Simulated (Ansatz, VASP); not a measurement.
Al2B3P5 in VASP and in Ansatz

INCAR

```
SYSTEM = Al2B3P5
  PREC = Accurate
  ENCUT = 600
  EDIFF = 1E-7
  ISMEAR = 0
  SIGMA = 0.1
  LREAL = .False.
  LASPH = .True.
  NELM = 80
  ALGO = Normal
  ISIF = 3
  LWAVE = .False.
  LCHARG = .False.
  GGA = PE
  IBRION = 2
  NSW = 80
  EDIFFG = -0.025
```

File KPOINTS:

```
regular mesh
0
Gamma
  4 4 4
  0 0 0
```

POSCAR

```
Al2B3P5
1.0
   -0.0265374912     -3.4252017872      0.0867876885
    3.4873664969      0.0265374912      0.0246419000
   -1.6386277551      1.3760632579     12.3960644052
Al B P
2 3 5
Direct
    0.8504705664      0.8541101650      0.7887070497
    0.1284452854      0.1693320841      0.2174922029
    0.4986411236      0.4616031253      1.0094329727
    0.7485414834      0.6891202732      0.4124181336
    0.2765364355      0.3367303606      0.5763089428
    0.4162125801      0.9221386733      0.9087888669
    0.1006284851      0.5686822403      0.0775946494
    0.6571301296      0.1309398498      0.3173222688
    0.2515676607      0.7474664057      0.5083024118
    0.8218262503      0.3698768227      0.6836325014
```

Input for Ansatz:

```yaml
crystal:
  lattice:
    - [-0.0265374912, -3.4252017872, 0.0867876885]
    - [3.4873664969, 0.0265374912, 0.0246419]
    - [-1.6386277551, 1.3760632579, 12.3960644052]
  atoms:
    - { symbol: Al, position: [0.8504705664, 0.854110165, 0.7887070497] }
    - { symbol: Al, position: [0.1284452854, 0.1693320841, 0.2174922029] }
    - { symbol: B, position: [0.4986411236, 0.4616031253, 1.0094329727] }
    - { symbol: B, position: [0.7485414834, 0.6891202732, 0.4124181336] }
    - { symbol: B, position: [0.2765364355, 0.3367303606, 0.5763089428] }
    - { symbol: P, position: [0.4162125801, 0.9221386733, 0.9087888669] }
    - { symbol: P, position: [0.1006284851, 0.5686822403, 0.0775946494] }
    - { symbol: P, position: [0.6571301296, 0.1309398498, 0.3173222688] }
    - { symbol: P, position: [0.2515676607, 0.7474664057, 0.5083024118] }
    - { symbol: P, position: [0.8218262503, 0.3698768227, 0.6836325014] }
basis:
  ecutwfc: 420
kpoints:
  mp_grid: { grid: [4, 4, 4] }
hamiltonian:
  xc: pbe
scf:
  occupations: { method: gaussian, width: 0.1 }
  lower_state_search: "off"
output:
  forces: true
  stress: true
  eigenvalues: true
relax:
  adjacent_minimum: "off"
  f_tol: 0.025
  max_steps: 60
  cell: { stress_tol: 0.25 }
```

Change from the starting cell: cell x1, atoms moved at random (sigma 0.1 Å) and cell strained at random (1.5 %), then relaxed without symmetry.

Alike in both runs: task relaxation of cell and atoms; functional PBE; k mesh 4 × 4 × 4; occupations gaussian, width 0.1 eV; no spin polarisation.

```csv
,VASP,Ansatz
version,VASP 6.6.1,Ansatz 0.2.0
potentials or method,"VASP PAW PBE potentials, release 64 (Al, B, P), cutoff 600 eV","scalar-relativistic, plane waves, PAW"
valence electrons in the cell,40,40
```

VASP gave:

```
gap on the k mesh at the Fermi level, each at its own relaxed structure (eV) : 0.58
relaxed volume (Å³/atom)                                                     : 15.13
relaxed cell length with the largest relative difference (Å)                 : 3.450
```

Estimate Ansatz's values.

gap on the k mesh at the Fermi level, each at its own relaxed structure (eV): 0.58; relaxed volume (Å³/atom): 15.14; relaxed cell length with the largest relative difference (Å): 3.451.

The k mesh is coarse, so the values compare programs but aren't converged.
